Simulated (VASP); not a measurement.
# Si (Fd-3m) in VASP: single point with PBEsol

Aim: the single point of Si with PBEsol.

Program: VASP 6.6.1. These are calculated values, not measurements. Logs are shortened: lines on timing, memory, paths and dates and some standing lists are left out, and cuts for length are marked.

## 1. The cell of the first run

It takes space group Fd-3m (No. 227, cubic). Conventional cell: a = 5.434 Å, b = 5.434 Å, c = 5.434 Å, α = 90.00°, β = 90.00°, γ = 90.00°. Within 3.1 Å of Si (site symmetry -43m) lie 4 Si at 2.35 Å.

## 2. Single point, PBEsol

File INCAR:

```
PREC = Accurate ; ENCUT = 500
EDIFF = 1E-6 ; ISMEAR = 0
SIGMA = 0.01 ; LREAL = F
LASPH = T ; NELM = 120
ALGO = Normal ; ISIF = 2
LWAVE = F ; LCHARG = F
GGA = PS ; NBANDS = 11
GGA_COMPAT = F
```

File KPOINTS:

```
Automatic mesh
0
Gamma
  4 4 4
```

File POSCAR:

```
Si
1.0
    0.0000000000      2.7168304303      2.7168304303
    2.7168304303      0.0000000000      2.7168304303
    2.7168304303      2.7168304303      0.0000000000
Si
2
Direct
    0.0000000000      0.0000000000      0.0000000000
    0.2500000000      0.2500000000      0.2500000000
```

Potentials or basis: VASP PAW PBE potentials, release 64 (Si).

The run is started by

```
cat potpaw_PBE.64/Si/POTCAR > POTCAR
mpirun -np 1 vasp_std > vasp.out
```

OUTCAR:

```text
PREC = Accurate
   ENCUT = 500
   EDIFF = 1E-6
   ISMEAR = 0
   LREAL = F
   LASPH = T
   NELM = 120
   ISIF = 2
   GGA = PS

 ion  position               nearest neighbor table
   1  0.000  0.000  0.000-   2 2.35   2 2.35   2 2.35   2 2.35
   2  0.250  0.250  0.250-   1 2.35   1 2.35   1 2.35   1 2.35

  LATTYP: Found a face centered cubic cell.
 ALAT       =     5.4336608606

  Lattice vectors:

 A1 = (   0.0000000000,   2.7168304303,   2.7168304303)
 A2 = (   2.7168304303,   0.0000000000,   2.7168304303)
 A3 = (   2.7168304303,   2.7168304303,   0.0000000000)

Analysis of symmetry for initial positions (statically):
=====================================================================
 Subroutine PRICEL returns:
 Original cell was already a primitive cell.

 Routine SETGRP: Setting up the symmetry group for a
 face centered cubic supercell.

 Subroutine GETGRP returns: Found 48 space group operations
 (whereof 24 operations were pure point group operations)
 out of a pool of 48 trial point group operations.

The static configuration has the point symmetry T_d .
 The point group associated with its full space group is O_h .

Analysis of symmetry for dynamics (positions and initial velocities):
=====================================================================
 Subroutine PRICEL returns:
 Original cell was already a primitive cell.

 Routine SETGRP: Setting up the symmetry group for a
 face centered cubic supercell.

 Subroutine GETGRP returns: Found 48 space group operations
 (whereof 24 operations were pure point group operations)
 out of a pool of 48 trial point group operations.

The dynamic configuration has the point symmetry T_d .
 The point group associated with its full space group is O_h .

 Subroutine INISYM returns: Found 48 space group operations
 (whereof 24 operations are pure point group operations),
 and found     1 'primitive' translations

----------------------------------------------------------------------------------------

                                     Primitive cell

  volume of cell :      40.1068

  direct lattice vectors                    reciprocal lattice vectors
     0.000000000  2.716830430  2.716830430    -0.184037986  0.184037986  0.184037986
     2.716830430  0.000000000  2.716830430     0.184037986 -0.184037986  0.184037986
     2.716830430  2.716830430  0.000000000     0.184037986  0.184037986 -0.184037986

  length of vectors
     3.842178441  3.842178441  3.842178441     0.318763142  0.318763142  0.318763142

  position of ions in fractional coordinates (direct lattice)
[... 70 lines left out ...]
   POTIM  = 0.5000    time-step for ionic-motion
   TEBEG  =    0.0;   TEEND  =   0.0 temperature during run
   PSTRESS=    0.0 pullay stress
   NELECT =       8.0000    total number of electrons
   NUPDOWN=      -1.0000    fix difference up-down
   EMIN   =  10.00;   EMAX   =-10.00  energy-range for DOS
   EFERMI =   0.00;   METHOD = LEGACY
   ISMEAR =     0;   SIGMA  =   0.01  broadening in eV -4-tet -1-fermi 0-gaus
   EFERMI_NEDOS =   21; number of points for ismear=-14 and -15
   IALGO  =     38    algorithm
   IMIX   =      4    mixing-type and parameters
     AMIX     =   0.40;   BMIX     =  1.00
     AMIX_MAG =   1.60;   BMIX_MAG =  1.00
  volume/ion in A,a.u.               =      20.05       135.33
  Fermi-wavevector in a.u.,A,eV,Ry     =   0.956531  1.807581 12.448667  0.914951
  Thomas-Fermi vector in A             =   2.085467
   LORBIT       =      0    0 simple, 1 ext, 2 COOP (PROOUT), +10 PAW based schemes
   GGA     = PS    functional components
   LHFCALC =     F    Hartree Fock is set to
   AEXX    =    0.0000 exact exchange contribution
   IVDW    =     0    specifies the selected vdW correction
   LEPSILON=     F    determine dielectric tensor
   LRPA    =     F    only Hartree local field effects (RPA)
 non-spin polarized calculation
 Gauss-broadening in eV      SIGMA  =   0.01
  energy-cutoff  :      500.00
  volume of cell :       40.11
 maximum number of plane-waves:      1036
   NGX = 13   NGY = 13   NGZ = 13

 number of electron       8.0000001 magnetization

 Free energy of the ion-electron system (eV)
  ---------------------------------------------------
  ext. energy  EPLUGINS =         0.00000000
  ---------------------------------------------------
  free energy    TOTEN  =       -11.29558887 eV

  energy without entropy =      -11.29558887  energy(sigma->0) =      -11.29558887

 E-fermi :   5.8701     XC(G=0):  -9.5257

 val. band max:        5.8195966403   @ k =   0.0000   0.0000   0.0000
 cond. band min:       6.3869002064   @ k =   0.5000   0.5000   0.0000
 fundamental gap:      0.5673035661
 Fermi energy:         5.8700620448

 k-point     1 :       0.0000    0.0000    0.0000
  band No.  band energies     occupation
      1      -6.1707      2.00000
      2       5.8196      2.00000
      3       5.8196      2.00000
      4       5.8196      2.00000
      5       8.3151      0.00000
      6       8.3151      0.00000
      7       8.3151      0.00000
      8       9.1252      0.00000
      9      13.4833      0.00000
     10      13.4833      0.00000
     11      13.5060      0.00000
[... 85 lines left out ...]
 k-point     8 :      -0.2500    0.5000    0.2500
  band No.  band energies     occupation
      1      -1.8406      2.00000
      2      -1.8406      2.00000
      3       1.9009      2.00000
      4       1.9009      2.00000
      5       9.9752      0.00000
      6       9.9752      0.00000
      7      10.7412      0.00000
      8      10.7412      0.00000
      9      16.3361      0.00000
     10      16.3361      0.00000
     11      18.7799      0.00000

------------------------ aborting loop because EDIFF is reached ----------------------------------------

  FORCE on cell =-STRESS in cart. coord.  units (eV):
  Direction    XX          YY          ZZ          XY          YZ          ZX
  --------------------------------------------------------------------------------------
  -------------------------------------------------------------------------------------
  Total        0.1891546      0.1891546      0.1891546      0.0000000     -0.0000000      0.0000000
  in kB        7.5563131      7.5563131      7.5563131      0.0000000     -0.0000000      0.0000000
  external PRESSURE =       7.5563131 kB  Pullay stress =       0.0000000 kB

 VOLUME and BASIS-vectors are now :
 -----------------------------------------------------------------------------
  energy-cutoff  :      500.00
  volume of cell :       40.11
      direct lattice vectors                 reciprocal lattice vectors
     0.000000000  2.716830430  2.716830430    -0.184037986  0.184037986  0.184037986
     2.716830430  0.000000000  2.716830430     0.184037986 -0.184037986  0.184037986
     2.716830430  2.716830430  0.000000000     0.184037986  0.184037986 -0.184037986

 POSITION                                       TOTAL-FORCE (eV/Angst)
 -----------------------------------------------------------------------------------
      0.00000      0.00000      0.00000         0.000000      0.000000      0.000000
      1.35842      1.35842      1.35842        -0.000000     -0.000000     -0.000000
 -----------------------------------------------------------------------------------
    total drift:                                0.000000      0.000000     -0.000000

  FREE ENERGIE OF THE ION-ELECTRON SYSTEM (eV)
  ---------------------------------------------------
  free  energy   TOTEN  =       -11.2955888708 eV

  energy  without entropy=      -11.2955888708  energy(sigma->0) =      -11.29558887
```

OSZICAR:

```text
N       E                     dE             d eps       ncg     rms          rms(c)
DAV:   1     0.382614187616E+01    0.38261E+01   -0.31406E+03   176   0.542E+02
DAV:   2    -0.109701650965E+02   -0.14796E+02   -0.14005E+02   230   0.779E+01
DAV:   3    -0.115426346357E+02   -0.57247E+00   -0.57132E+00   236   0.124E+01
DAV:   4    -0.115468628261E+02   -0.42282E-02   -0.42279E-02   203   0.137E+00
DAV:   5    -0.115469072047E+02   -0.44379E-04   -0.44378E-04   209   0.127E-01    0.505E+00
DAV:   6    -0.113737221419E+02    0.17319E+00   -0.89367E-02   194   0.122E+00    0.303E+00
DAV:   7    -0.112945455168E+02    0.79177E-01   -0.16176E-01   188   0.174E+00    0.195E-01
DAV:   8    -0.112954804618E+02   -0.93495E-03   -0.65324E-03   197   0.453E-01    0.833E-02
DAV:   9    -0.112955728312E+02   -0.92369E-04   -0.10714E-04   226   0.684E-02    0.574E-02
DAV:  10    -0.112955890840E+02   -0.16253E-04   -0.13370E-05   214   0.205E-02    0.804E-03
DAV:  11    -0.112955888708E+02    0.21321E-06   -0.74743E-07   197   0.439E-03
   1 F= -.11295589E+02 E0= -.11295589E+02  d E =-.230109E-14
```

stdout:

```text
POSCAR found type information on POSCAR Si
 POSCAR found :  1 types and       2 ions
 scaLAPACK will be used
 -----------------------------------------------------------------------------
|                                                                             |
|                                                                             |
|     You enforced a specific xc type in the INCAR file but a different       |
|     I HOPE YOU KNOW WHAT YOU ARE DOING!                                     |
|                                                                             |
 -----------------------------------------------------------------------------

 LDA part: xc-table for (Slater+PW92), standard interpolation
 POSCAR, INCAR and KPOINTS ok, starting setup
 FFT: planning ... GRIDC
 FFT: planning ... GRID_SOFT
 FFT: planning ... GRID
 WAVECAR not read
 entering main loop
```

Run time: 4.4 s. Hardware: 1 thread of AMD EPYC 9R45 (Zen 5), shared host; peak memory 0.11 GiB.

What came out:

* Free energy: -11.2956 eV
* Pressure: 0.8 GPa
* Band gap on the k mesh: 0.57 eV, indirect (least direct gap 2.50 eV)

Caveat: the k points lie up to 0.50 Å⁻¹ apart; the PAW data sets were made with another functional, which shifts forces and pressure a little.
